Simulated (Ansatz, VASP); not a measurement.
**BN: VASP beside Ansatz**

```
B N
1.0
     2.57342    0.00000    0.00000
    -1.28671    2.22865    0.00000
     0.00000    0.00000    6.68483
B N
2 2
Direct
  0.33333 0.66667 0.25000
  0.66667 0.33333 0.75000
  0.33333 0.66667 0.75000
  0.66667 0.33333 0.25000
```

Change from the starting cell: volume scaled by 1.04, ions relaxed.

Alike in both runs: task relaxation of the atoms; functional PBE; k mesh 13 × 13 × 5; occupations fermi-dirac, width 0.02 eV; no spin polarisation.

|  | VASP | Ansatz |
| --- | --- | --- |
| version | VASP 6.6.1 | Ansatz 0.2.0 |
| potentials or method | VASP PAW PBE potentials, release 64 (B, N) | plane-wave PAW, scalar-relativistic |
| plane-wave cutoff (eV) | 520 | 420 |
| valence electrons in the cell | 16 | 16 |

```tsv
	VASP	Ansatz	Ansatz less VASP
gap on the k mesh at the Fermi level, each at its own relaxed structure (eV)	4.15	4.16	+0.006
```

Ansatz's warnings: stress scf threshold loose.

Noted on VASP's run: the relaxation stopped at its first step, so nothing moved.
